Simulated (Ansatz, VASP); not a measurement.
**AlN: VASP beside Ansatz**

```
Al N
1.0
     0.00000    2.13941    2.13941
     2.13941    0.00000    2.13941
     2.13941    2.13941    0.00000
Al N
1 1
Direct
  0.00000 0.00000 0.00000
  0.25000 0.25000 0.25000
```

Change from the starting cell: volume scaled by 0.94.

Alike in both runs: task single point; functional PBE; k mesh 10 × 10 × 10; occupations fermi-dirac, width 0.05 eV; no spin polarisation.

|  | VASP | Ansatz |
| --- | --- | --- |
| version | VASP 6.6.1 | Ansatz 0.2.0 |
| potentials or method | VASP PAW PBE potentials, release 64 (Al, N), cutoff 520 eV | all-electron LAPW, scalar-relativistic |

```tsv
	VASP	Ansatz	Ansatz less VASP
gap on the k mesh at the Fermi level (eV)	3.35	3.35	0.000
least direct gap on the mesh (eV)	4.76	4.75	-0.006
pressure (GPa)	19.3	19.4	+0.10
```

Ansatz ran all-electron here, and VASP with PAW potentials.
